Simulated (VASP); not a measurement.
## Mg: single point with LDA

Mg:

```
Mg
1.0
     2.96723    0.00000    0.00000
     0.00000    2.96723    0.00000
     0.00000    0.00000    2.96723
Mg
1
Cartesian
  0.0000 0.0000 0.0000
```

This isn't the form of Mg at room conditions, which is hcp.

- Program: VASP 6.6.1
- Task: single point
- Functional: LDA
- Potentials or basis: VASP PAW LDA potentials, release 64 (Mg)
- Cutoff: 600 eV
- k mesh: 8 × 8 × 8
- Occupations: fermi-dirac, width 0.05 eV
- Spin: no spin polarisation
- Dipole correction: no
- Further INCAR settings: ALGO = Normal; EDIFF = 1e-06; NBANDS = 7

```json
{
 "Pressure": "-0.3 GPa",
 "Band gap on the k mesh": "zero (bands 1 and 2 overlap by 6.63 eV)"
}
```

Levels at points of the mesh, in eV from the Fermi level:
| k point | band 1 | band 2 | band 3 | band 4 | band 5 |
| --- | --- | --- | --- | --- | --- |
| (0.00, 0.00, 0.00) | -6.51 | 8.14 | 8.14 | 9.62 | 9.62 |
| (0.50, 0.00, 0.00) | -2.54 | -2.13 | 10.58 | 13.07 | 13.07 |
| (0.50, 0.50, 0.00) | 1.22 | 1.22 | 1.98 | 2.61 | 15.73 |
| (0.50, 0.50, 0.50) | 4.50 | 4.50 | 4.50 | 5.70 | 5.70 |

Wall time 2.2 s on 1 thread of Intel(R) Xeon(R) Platinum 8488C (Sapphire Rapids), with other jobs on the host, peak memory 0.12 GiB.
